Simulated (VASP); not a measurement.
# Zn4SeS3 (P3m1) in VASP: further runs

Zn4SeS3 is run at these levels: PBE; tasks: single point.

Program: VASP 6.6.1. These are calculated values, not measurements. Logs are shortened: lines on timing, memory, paths and dates and some standing lists are left out, and cuts for length are marked.

## (1) The cell of the first run

Symmetry: P3m1, No. 156, trigonal system. The conventional cell has a = 3.935 Å, b = 3.935 Å, c = 12.907 Å, α = 90.00°, β = 90.00°, γ = 120.00°. Zn (site symmetry 3m) has 4 S at 2.39 to 2.40 Å within 3.2 Å. Zn (site symmetry 3m) has 1 S at 2.38 Å and 3 Se at 2.46 Å within 3.1 Å. Within 3.2 Å of Zn (site symmetry 3m) lie 3 S at 2.40 Å and 1 Se at 2.51 Å. Within 3.2 Å of Zn (site symmetry 3m) lie 4 S at 2.39 to 2.40 Å. Se (site symmetry 3m) has 4 Zn at 2.46 to 2.51 Å within 3.2 Å. S (site symmetry 3m) has 4 Zn at 2.39 to 2.40 Å within 3.2 Å. S (site symmetry 3m) has 4 Zn at 2.38 to 2.40 Å within 3.1 Å. S (site symmetry 3m) has 4 Zn at 2.39 to 2.40 Å within 3.2 Å.

## (2) Single point, PBE (21.63 Å³/atom)

INCAR

```
  PREC = Accurate
  ENCUT = 520
  EDIFF = 1E-6
  ISMEAR = 0
  SIGMA = 0.02
  LREAL = F
  LASPH = T
  NELM = 60
  ALGO = Normal
  ISIF = 2
  LWAVE = F
  LCHARG = F
  GGA = PE
  NBANDS = 46
```

KPOINTS

```
regular mesh
0
Gamma
  12 12 2
```

POSCAR

```
Zn4SeS3
1.0
    3.9348972029     -0.0000000292      0.0000000000
   -1.9674485762      3.4077209536      0.0000000000
    0.0000000000      0.0000000000     12.9066189551
Zn Se S
4 1 3
Direct
    0.6666666667      0.3333333333     -0.0000060087
    0.6666666667      0.3333333333      0.5111493236
    0.0000000000      0.0000000000      0.2443968196
    0.0000000000      0.0000000000      0.7551389492
    0.0000000000      0.0000000000      0.4388484559
    0.6666666667      0.3333333333      0.1850125852
    0.6666666667      0.3333333333      0.6953277458
    0.0000000000      0.0000000000      0.9401321295
```

Potentials or basis: VASP PAW PBE potentials, release 64 (Zn, Se, S).

Launch:

```bash
cat potpaw_PBE.64/Zn/POTCAR potpaw_PBE.64/Se/POTCAR potpaw_PBE.64/S/POTCAR > POTCAR
mpirun -np 1 vasp_std > vasp.out
```

OUTCAR:

```text
PREC = Accurate
   ENCUT = 520
   EDIFF = 1E-6
   ISMEAR = 0
   LREAL = F
   LASPH = T
   NELM = 60
   ISIF = 2
   GGA = PE

 ion  position               nearest neighbor table
   1  0.667  0.333  1.000-   6 2.39   8 2.40   8 2.40   8 2.40
   2  0.667  0.333  0.511-   7 2.38   5 2.46   5 2.46   5 2.46
   3  0.000  0.000  0.244-   6 2.40   6 2.40   6 2.40   5 2.51
   4  0.000  0.000  0.755-   8 2.39   7 2.40   7 2.40   7 2.40
   5  0.000  0.000  0.439-   2 2.46   2 2.46   2 2.46   3 2.51
   6  0.667  0.333  0.185-   1 2.39   3 2.40   3 2.40   3 2.40
   7  0.667  0.333  0.695-   2 2.38   4 2.40   4 2.40   4 2.40
   8  0.000  0.000  0.940-   4 2.39   1 2.40   1 2.40   1 2.40

  LATTYP: Found a hexagonal cell.
 ALAT       =     3.9348972029
 C/A-ratio  =     3.2800396782

  Lattice vectors:

 A1 = (   3.9348972029,  -0.0000000292,   0.0000000000)
 A2 = (  -1.9674485762,   3.4077209536,   0.0000000000)
 A3 = (   0.0000000000,   0.0000000000,  12.9066189551)

Analysis of symmetry for initial positions (statically):
=====================================================================
 Subroutine PRICEL returns:
 Original cell was already a primitive cell.

 Routine SETGRP: Setting up the symmetry group for a
 hexagonal supercell.

 Subroutine GETGRP returns: Found  6 space group operations
 (whereof  6 operations were pure point group operations)
 out of a pool of 24 trial point group operations.

The static configuration has the point symmetry C_3v.

Analysis of symmetry for dynamics (positions and initial velocities):
=====================================================================
 Subroutine PRICEL returns:
 Original cell was already a primitive cell.

 Routine SETGRP: Setting up the symmetry group for a
 hexagonal supercell.

 Subroutine GETGRP returns: Found  6 space group operations
 (whereof  6 operations were pure point group operations)
 out of a pool of 24 trial point group operations.

The dynamic configuration has the point symmetry C_3v.

 Subroutine INISYM returns: Found  6 space group operations
 (whereof  6 operations are pure point group operations),
 and found     1 'primitive' translations

----------------------------------------------------------------------------------------

                                     Primitive cell

  volume of cell :     173.0653

  direct lattice vectors                    reciprocal lattice vectors
     3.934897203 -0.000000029  0.000000000     0.254136246  0.146725628  0.000000000
    -1.967448576  3.407720954  0.000000000     0.000000002  0.293451259  0.000000000
     0.000000000  0.000000000 12.906618955     0.000000000  0.000000000  0.077479625

  length of vectors
     3.934897203  3.934897203 12.906618955     0.293451259  0.293451259  0.077479625

  position of ions in fractional coordinates (direct lattice)
     0.666666667  0.333333333  0.999993991
     0.666666667  0.333333333  0.511149324
     0.000000000  0.000000000  0.244396820
     0.000000000  0.000000000  0.755138949
     0.000000000  0.000000000  0.438848456
     0.666666667  0.333333333  0.185012585
     0.666666667  0.333333333  0.695327746
     0.000000000  0.000000000  0.940132130

  ion indices of the primitive-cell ions
   primitive index   ion index
                 1           1
                 2           2
                 3           3
                 4           4
                 5           5
                 6           6
                 7           7
                 8           8

----------------------------------------------------------------------------------------

 KPOINTS: regular mesh

Automatic generation of k-mesh.
 Grid dimensions read from file:
 generate k-points for:   12   12    2

 Generating k-lattice:

  Cartesian coordinates                     Fractional coordinates (reciprocal lattice)
     0.021178021  0.012227136  0.000000000     0.083333333  0.000000000  0.000000000
     0.000000000  0.024454272  0.000000000     0.000000000  0.083333333  0.000000000
     0.000000000  0.000000000  0.038739813     0.000000000  0.000000000  0.500000000

  Length of vectors
     0.024454272  0.024454272  0.038739813

  Shift w.r.t. Gamma in fractional coordinates (k-lattice)
     0.000000000  0.000000000  0.000000000

 Subroutine IBZKPT returns following result:
 ===========================================

 Found     38 irreducible k-points:

 Following reciprocal coordinates:
            Coordinates               Weight
  0.000000  0.000000  0.000000      1.000000
  0.083333 -0.000000  0.000000      6.000000
  0.166667  0.000000  0.000000      6.000000
  0.250000 -0.000000  0.000000      6.000000
  0.333333  0.000000  0.000000      6.000000
  0.416667 -0.000000  0.000000      6.000000
[... 16 lines left out ...]
  0.250000 -0.000000  0.500000      6.000000
  0.333333  0.000000  0.500000      6.000000
 [... further k-points ...]
   k-points           NKPTS =     38   k-points in BZ     NKDIM =     38   number of bands    NBANDS=     46
   number of dos      NEDOS =    301   number of ions     NIONS =      8
   total plane-waves  NPLWV =  86400
   dimension x,y,z NGX =    30 NGY =   30 NGZ =   96
   dimension x,y,z NGXF=    60 NGYF=   60 NGZF=  192
   ions per type =               4   1   3
   NGX,Y,Z   is equivalent  to a cutoff of  12.67, 12.67, 12.37 a.u.
   NGXF,Y,Z  is equivalent  to a cutoff of  25.35, 25.35, 24.73 a.u.
 SYSTEM =  unknown system
   PREC   = accura    normal or accurate (medium, high low for compatibility)
   ISTART =      0    job   : 0-new  1-cont  2-samecut
   ICHARG =      2    charge: 1-file 2-atom 10-const
   ISPIN  =      1    spin polarized calculation?
   LNONCOLLINEAR =      F non collinear calculations
   LSORBIT =      F    spin-orbit coupling
   LASPH  =      T    aspherical Exc in radial PAW
   ENCUT  =  520.0 eV  38.22 Ry    6.18 a.u.   7.32  7.32 24.00*2*pi/ulx,y,z
   NELM   =     60;   NELMIN=  2; NELMDL= -5     # of ELM steps
   EDIFF  = 0.1E-05   stopping-criterion for ELM
   LREAL  =      F    real-space projection
   EDIFFG = 0.1E-04   stopping-criterion for IOM
   NSW    =      0    number of steps for IOM
   IBRION =     -1    ionic relax: 0-MD 1-quasi-New 2-CG
   NFREE  =      0    steps in history (QN), initial steepest desc. (CG)
   ISIF   =      2    stress and relaxation
   ISYM   =      2    0-nonsym 1-usesym 2-fastsym
   POTIM  = 0.5000    time-step for ionic-motion
   TEBEG  =    0.0;   TEEND  =   0.0 temperature during run
   PSTRESS=    0.0 pullay stress
   NELECT =      72.0000    total number of electrons
   NUPDOWN=      -1.0000    fix difference up-down
   EMIN   =  10.00;   EMAX   =-10.00  energy-range for DOS
   EFERMI =   0.00;   METHOD = LEGACY
   ISMEAR =     0;   SIGMA  =   0.02  broadening in eV -4-tet -1-fermi 0-gaus
   EFERMI_NEDOS =   21; number of points for ismear=-14 and -15
   IALGO  =     38    algorithm
   IMIX   =      4    mixing-type and parameters
     AMIX     =   0.40;   BMIX     =  1.00
     AMIX_MAG =   1.60;   BMIX_MAG =  1.00
  volume/ion in A,a.u.               =      21.63       145.99
  Fermi-wavevector in a.u.,A,eV,Ry     =   1.222125  2.309482 20.321525  1.493590
  Thomas-Fermi vector in A             =   2.357283
   LORBIT       =      0    0 simple, 1 ext, 2 COOP (PROOUT), +10 PAW based schemes
   GGA     = PE    functional components
   LHFCALC =     F    Hartree Fock is set to
   AEXX    =    0.0000 exact exchange contribution
   IVDW    =     0    specifies the selected vdW correction
   LEPSILON=     F    determine dielectric tensor
   LRPA    =     F    only Hartree local field effects (RPA)
 non-spin polarized calculation
 Gauss-broadening in eV      SIGMA  =   0.02
  energy-cutoff  :      520.00
  volume of cell :      173.07
 maximum number of plane-waves:      4716
 NGX is ok and might be reduce to    30
   NGX = 15   NGY = 15   NGZ = 47

 number of electron      71.9999974 magnetization

 Free energy of the ion-electron system (eV)
  ---------------------------------------------------
  ext. energy  EPLUGINS =         0.00000000
  ---------------------------------------------------
  free energy    TOTEN  =       -26.46566580 eV

  energy without entropy =      -26.46566580  energy(sigma->0) =      -26.46566580

 E-fermi :   1.9116     XC(G=0):  -9.2885

 val. band max:        1.7968690357   @ k =   0.0000   0.0000   0.0000
 cond. band min:       3.1923799730   @ k =   0.0000   0.0000   0.0000
 fundamental gap:      1.3955109374
 Fermi energy:         1.9116208028

 k-point     1 :       0.0000    0.0000    0.0000
  band No.  band energies     occupation
      1     -11.3292      2.00000
      2     -10.9712      2.00000
      3     -10.9434      2.00000
      4     -10.5279      2.00000
      5      -4.7308      2.00000
      6      -4.7308      2.00000
[... 38 lines left out ...]
     45       8.0612      0.00000
     46       8.0973      0.00000

 k-point     2 :       0.0833   -0.0000    0.0000
  band No.  band energies     occupation
      1     -11.2883      2.00000
      2     -10.9381      2.00000
      3     -10.9086      2.00000
      4     -10.5050      2.00000
      5      -4.7349      2.00000
      6      -4.7224      2.00000
[... 38 lines left out ...]
     45       8.0832      0.00000
     46       8.2309      0.00000

 k-point     3 :       0.1667    0.0000    0.0000
  band No.  band energies     occupation
      1     -11.1716      2.00000
      2     -10.8454      2.00000
      3     -10.8107      2.00000
      4     -10.4431      2.00000
      5      -4.7346      2.00000
      6      -4.7155      2.00000
[... 38 lines left out ...]
     45       8.1517      0.00000
     46       8.5754      0.00000

 k-point     4 :       0.2500   -0.0000    0.0000
  band No.  band energies     occupation
      1     -10.9976      2.00000
      2     -10.7128      2.00000
      3     -10.6700      2.00000
      4     -10.3619      2.00000
      5      -4.7266      2.00000
      6      -4.7064      2.00000
[... 920 lines left out ...]
     45       8.2187      0.00000
     46       8.2559      0.00000

 k-point    23 :       0.2500   -0.0000    0.5000
  band No.  band energies     occupation
      1     -10.9357      2.00000
      2     -10.8838      2.00000
      3     -10.4668      2.00000
      4     -10.4560      2.00000
      5      -4.7299      2.00000
      6      -4.7096      2.00000
[... 38 lines left out ...]
     45       8.5910      0.00000
     46       8.6604      0.00000

 k-point    24 :       0.3333    0.0000    0.5000
  band No.  band energies     occupation
      1     -10.7518      2.00000
      2     -10.6981      2.00000
      3     -10.3800      2.00000
      4     -10.3516      2.00000
      5      -4.7204      2.00000
      6      -4.6921      2.00000
[... 38 lines left out ...]
     45       8.7689      0.00000
     46       8.8027      0.00000

 [... further k-points ...]
[... 5 lines left out ...]
  --------------------------------------------------------------------------------------
  -------------------------------------------------------------------------------------
  Total       -1.7949462     -1.7949462     -1.7839499      0.0000000     -0.0000000      0.0000000
  in kB      -16.6169807    -16.6169807    -16.5151810      0.0000000     -0.0000000      0.0000000
  external PRESSURE =     -16.5830475 kB  Pullay stress =       0.0000000 kB

 VOLUME and BASIS-vectors are now :
 -----------------------------------------------------------------------------
  energy-cutoff  :      520.00
  volume of cell :      173.07
      direct lattice vectors                 reciprocal lattice vectors
     3.934897203 -0.000000029  0.000000000     0.254136246  0.146725628  0.000000000
    -1.967448576  3.407720954  0.000000000     0.000000002  0.293451259  0.000000000
     0.000000000  0.000000000 12.906618955     0.000000000  0.000000000  0.077479625

 POSITION                                       TOTAL-FORCE (eV/Angst)
 -----------------------------------------------------------------------------------
      1.96745      1.13591     12.90654         0.000000      0.000000      0.001339
      1.96745      1.13591      6.59721        -0.000000     -0.000000     -0.004915
      0.00000      0.00000      3.15434        -0.000000      0.000000     -0.005173
      0.00000      0.00000      9.74629        -0.000000      0.000000      0.002826
      0.00000      0.00000      5.66405        -0.000000      0.000000      0.000987
      1.96745      1.13591      2.38789        -0.000000     -0.000000     -0.000487
      1.96745      1.13591      8.97433        -0.000000      0.000000      0.006685
      0.00000      0.00000     12.13393         0.000000     -0.000000     -0.001263
 -----------------------------------------------------------------------------------
    total drift:                               -0.000002     -0.000001     -0.001291

  FREE ENERGIE OF THE ION-ELECTRON SYSTEM (eV)
  ---------------------------------------------------
  free  energy   TOTEN  =       -26.4656657953 eV

  energy  without entropy=      -26.4656657953  energy(sigma->0) =      -26.46566580
```

It took 4.9 min on 1 thread of Intel Xeon Platinum 8259CL at 2.50GHz (Skylake/Cascade Lake), shared host; peak memory 0.44 GiB.

What came out:

```yaml
Free_energy: -26.4657 eV
Pressure: -1.7 GPa
Largest_force: 0.007 eV/Å
Band_gap_on_the_k_mesh: 1.40 eV
```

Forces on the atoms (eV/Å):
```
Zn   0.000  0.000  0.001
Zn   0.000  0.000 -0.005
Zn   0.000  0.000 -0.005
Zn   0.000  0.000  0.003
Se   0.000  0.000  0.001
S    0.000  0.000  0.000
S    0.000  0.000  0.007
S    0.000  0.000 -0.001
```

A k mesh can miss the band edges.

## (3) Single point, PBE (22.26 Å³/atom)

This run uses another cell than the first one, of 22.26 Å³/atom.

INCAR

```
PREC = Accurate
ENCUT = 520
EDIFF = 1E-7
ISMEAR = 0
SIGMA = 0.02
LREAL = F
LASPH = T
NELM = 60
ALGO = Normal
ISIF = 2
LWAVE = F
LCHARG = F
GGA = PE
NBANDS = 46
```

KPOINTS is that of step 2.

POSCAR

```
Zn4SeS3
1.0
    3.9737052633     -0.0000000294      0.0000000000
   -1.9868526061      3.4413297199      0.0000000000
    0.0000000000      0.0000000000     13.0243664872
Zn Se S
4 1 3
Direct
    0.6666666667      0.3333333333     -0.0000382290
    0.6666666667      0.3333333333      0.5109535424
    0.0000000000      0.0000000000      0.2444271996
    0.0000000000      0.0000000000      0.7550870635
    0.0000000000      0.0000000000      0.4391805063
    0.6666666667      0.3333333333      0.1850190237
    0.6666666667      0.3333333333      0.6952533280
    0.0000000000      0.0000000000      0.9401175656
```

Potentials or basis: VASP PAW PBE potentials, release 64 (Zn, Se, S).

Launch:

```bash
cat potpaw_PBE.64/Zn/POTCAR potpaw_PBE.64/Se/POTCAR potpaw_PBE.64/S/POTCAR > POTCAR
mpirun -np 1 vasp_std > vasp.out
```

Run time: 5.6 min. Hardware: 1 thread of Intel Xeon Platinum 8259CL at 2.50GHz (Skylake/Cascade Lake), shared host; peak memory 0.44 GiB.

Results (log left out):

```
Free energy            : -26.3890 eV
Pressure               : -3.2 GPa
Largest force          : 0.008 eV/Å
Band gap on the k mesh : 1.29 eV
```

Forces on the atoms (eV/Å):
```
Zn   0.000  0.000  0.002
Zn   0.000  0.000 -0.006
Zn   0.000  0.000 -0.004
Zn   0.000  0.000  0.004
Se   0.000  0.000  0.000
S    0.000  0.000 -0.001
S    0.000  0.000  0.008
S    0.000  0.000 -0.003
```

Levels at points of the mesh, in eV from the valence-band top:
| k point | band 34 | band 35 | band 36 | band 37 | band 38 | band 39 |
| --- | --- | --- | --- | --- | --- | --- |
| (0.00, 0.00, 0.00) | -0.37 | 0.00 | 0.00 | 1.29 | 2.39 | 2.68 |
| (0.50, 0.00, 0.00) | -1.57 | -1.57 | -0.92 | 3.01 | 3.06 | 3.26 |
| (0.00, 0.00, 0.50) | -0.59 | -0.01 | -0.01 | 2.16 | 2.24 | 2.44 |
| (0.50, 0.00, 0.50) | -1.41 | -1.40 | -0.98 | 2.94 | 2.95 | 3.28 |

Caveat: the cell stands under tension. A k mesh can miss the band edges.
